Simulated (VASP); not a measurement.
Input of a VASP 6.6.1 run:

The input INCAR:

```
  PREC = Accurate
  ENCUT = 520
  EDIFF = 1E-7
  ISMEAR = -1
  SIGMA = 0.01
  LREAL = False
  LASPH = True
  NELM = 80
  ALGO = Normal
  ISIF = 2
  LWAVE = False
  LCHARG = False
  GGA = PE
  NBANDS = 24
```

File KPOINTS:

```
regular mesh
0
Gamma
  14 14 14
```

File POSCAR:

```
AlNi3
1.0
    0.0000000000      2.8018887551      2.8018887551
    2.8018887551      0.0000000000      2.8018887551
    2.8018887551      2.8018887551      0.0000000000
Al Ni
1 3
Direct
    0.5000000000      0.5000000000      0.5000000000
    0.2500000000      0.2500000000      0.2500000000
    0.0000000000      0.0000000000      0.0000000000
    0.7500000000      0.7500000000      0.7500000000
```

Potentials or basis: VASP PAW PBE potentials, release 64 (Al, Ni).

Launch:

```bash
$ cat potpaw_PBE.64/Al/POTCAR potpaw_PBE.64/Ni/POTCAR > POTCAR
$ mpirun -np 1 vasp_std > vasp.out
```

Estimate the pressure.

7.0 GPa.

What does it give for the band gap on the k mesh?

Zero (an odd number of electrons rules out a gap without spin polarisation).

Caveat: the cell stands under pressure. Spin polarisation is off, so any magnetic state and its effect on volume and gap are missing.
